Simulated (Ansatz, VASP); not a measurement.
# Two plane-wave programs on ZnS

Contents of POSCAR:

```
ZnS
1.0
    3.8054508206      0.0000000000      0.0000000000
   -1.9027254103      3.2956170835      0.0000000000
    0.0000000000      0.0000000000      6.2439930788
Zn S
2 2
Direct
    0.3333333333      0.6666666667      0.0003381272
    0.6666666667      0.3333333333      0.5003381272
    0.3333333333      0.6666666667      0.3746618728
    0.6666666667      0.3333333333      0.8746618728
```

Contents of INCAR.step1:

```
ALGO = Normal ; EDIFF = 1E-5
ENCUT = 520 ; GGA = PE
ISIF = 2 ; ISMEAR = 0
LASPH = T ; LCHARG = F
LREAL = F ; LWAVE = T
NBANDS = 26 ; NELM = 100
PREC = Accurate ; SIGMA = 0.01
```

INCAR.step2

```
AEXX = 0.75 ; ALGO = Normal
EDIFF = 1E-6 ; ENCUT = 520
GGA = PE ; HFSCREEN = 0.1
ISIF = 2 ; ISMEAR = 0
ISTART = 1 ; LASPH = T
LCHARG = F ; LHFCALC = T
LREAL = F ; LWAVE = F
NBANDS = 26 ; NELM = 100
PREC = Accurate ; PRECFOCK = Normal
SIGMA = 0.01
```

The input KPOINTS:

```
k-points
0
Gamma
  6 6 2
```

Input for Ansatz:

```yaml
crystal:
  lattice:
    - [3.8054508206, 0.0, 0.0]
    - [-1.9027254103, 3.2956170835, 0.0]
    - [0.0, 0.0, 6.2439930788]
  atoms:
    - { symbol: Zn, position: [0.3333333333, 0.6666666667, 0.0003381272] }
    - { symbol: Zn, position: [0.6666666667, 0.3333333333, 0.5003381272] }
    - { symbol: S, position: [0.3333333333, 0.6666666667, 0.3746618728] }
    - { symbol: S, position: [0.6666666667, 0.3333333333, 0.8746618728] }
kpoints:
  mp_grid: { grid: [6, 6, 2] }
hamiltonian:
  xc: { exchange: pbe, correlation: pbe, exx: { coeff: 0.75, omega: 0.1 } }
scf:
  occupations: { method: fixed }
  n_extra_bands: 5
output:
  forces: true
  stress: true
  eigenvalues: true
```

Alike in both runs: task single point; functional PBE-based screened hybrid with a share of 0.75 of exact exchange and HFSCREEN = 0.1; k mesh 6 × 6 × 2; no spin polarisation.

|  | VASP | Ansatz |
| --- | --- | --- |
| version | VASP 6.6.1 | Ansatz 0.2.0 |
| potentials or method | VASP PAW PBE potentials, release 64 (Zn, S) | plane waves |
| plane-wave cutoff (eV) | 520 | 420 |
| occupations | gaussian, width 0.01 eV | fixed |
| valence electrons in the cell | 36 | 36 |

```csv
,VASP,Ansatz,Ansatz less VASP
gap on the k mesh at the Fermi level (eV),7.05,7.08,+0.032
pressure (GPa),0.1,0.5,+0.40
"traceless stress, the component that is largest in VASP (GPa)",-0.36,-0.26,+0.099
rms of the force components (eV/Å),0.007,0.008,+0.0011
```

VASP's potentials were made for PBE, not for PBE-based screened hybrid. Atom by atom the forces differ by 0.001 eV/Å (rms over components). Ansatz's warnings: stress exchange threshold loose, stress scf threshold loose.

The k mesh is coarse, so the values compare programs but aren't converged.
